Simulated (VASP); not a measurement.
Crystal: TiC.

```
CELL_PARAMETERS angstrom
0.00000 2.16572 2.16572
2.16572 0.00000 2.16572
2.16572 2.16572 0.00000
ATOMIC_POSITIONS crystal
Ti 0.00000 0.00000 0.00000
C 0.50000 0.50000 0.50000
```

| Quantity | Value |
| --- | --- |
| Program | VASP 6.6.1 |
| Task | relaxation of cell and atoms |
| Functional | BLYP |
| Potentials or basis | VASP PAW PBE potentials, release 64 (Ti_sv, C) |
| Cutoff | 600 eV |
| k mesh | 11 × 11 × 11 |
| Occupations | fermi-dirac, width 0.05 eV |
| Spin | no spin polarisation |

At the start: pressure 8.7 GPa; volume 10.16 Å³/atom.

Question: How do energy, volume and symmetry change on relaxing?

Answer: Over 4 steps the energy falls by 9.7 meV/atom and the volume is 10.52 Å³/atom (+3.6 %); space group Fm-3m (No. 225, to 0.05 Å).

Step by step:
| step | energy change (eV) | largest force (eV/Å) | pressure (GPa) | volume (Å³) |
| --- | --- | --- | --- | --- |
| 1 | 0.0000 | 0.0000 | 8.75 | 20.32 |
| 2 | 0.0085 | 0.0000 | -9.18 | 21.99 |
| 3 | -0.0195 | 0.0000 | -0.11 | 21.06 |
| 4 | -0.0195 | 0.0000 | 0.03 | 21.04 |

Final structure:
```xyz
2
Lattice="0.0000 2.1912 2.1912 2.1912 0.0000 2.1912 2.1912 2.1912 0.0000" Properties=species:S:1:pos:R:3 pbc="T T T"
Ti    0.0000    0.0000    0.0000
C     2.1912    2.1912    2.1912
```

Caveat: the PAW data sets were made with another functional, which shifts forces and pressure a little.
